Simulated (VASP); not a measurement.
LuZnCuAs2, 5 atoms in the cell. Symmetry: P3m1, No. 156, trigonal system. Conventional cell: a = 4.080 Å, b = 4.080 Å, c = 6.687 Å, α = 90.00°, β = 90.00°, γ = 120.00°. Within 3.3 Å of As (site symmetry 3m) lie 3 Zn at 2.52 Å and 1 Cu at 2.61 Å and 3 Lu at 2.94 Å. As (site symmetry 3m) has 3 Cu at 2.48 Å and 1 Zn at 2.48 Å and 3 Lu at 2.81 Å within 3.3 Å. Cu (site symmetry 3m) has 4 As at 2.48 to 2.61 Å and 3 Zn at 2.91 Å and 3 Lu at 3.30 Å within 3.4 Å. Lu (site symmetry 3m) has 6 As at 2.81 to 2.94 Å and 3 Cu at 3.30 Å and 3 Zn at 3.56 Å within 3.7 Å. Within 3.3 Å of Zn (site symmetry 3m) lie 4 As at 2.48 to 2.52 Å and 3 Cu at 2.91 Å. 

- Program: VASP 6.6.1
- Task: single point
- Functional: r2SCAN
- Potentials or basis: VASP PAW PBE potentials, release 64 (As, Cu, Lu, Zn)
- Cutoff: 520 eV
- k mesh: 8 × 8 × 4
- Occupations: gaussian, width 0.05 eV
- Spin: no spin polarisation
- Dipole correction: no
- Further INCAR settings: ALGO = Normal; EDIFF = 1e-06; NBANDS = 37

Potentials or basis: VASP PAW PBE potentials, release 64 (As, Cu, Lu, Zn).

Command:

```bash
$ cat potpaw_PBE.64/As/POTCAR potpaw_PBE.64/Cu/POTCAR potpaw_PBE.64/Lu/POTCAR potpaw_PBE.64/Zn/POTCAR > POTCAR
$ cp INCAR.step1 INCAR
$ mpirun -np 1 vasp_std > vasp.out
$ cp INCAR.step2 INCAR
$ mpirun -np 1 vasp_std > vasp.out
```

Hardware: 1 thread of Intel(R) Xeon(R) Platinum 8259CL CPU @ 2.50GHz (Skylake/Cascade Lake) (shared host).

**Question.** Estimate the wall time of this run.

**Answer.** It took 9 min on 1 thread of Intel(R) Xeon(R) Platinum 8259CL CPU @ 2.50GHz (Skylake/Cascade Lake), on a shared host, peak memory 0.32 GiB. Counts: k points 35.
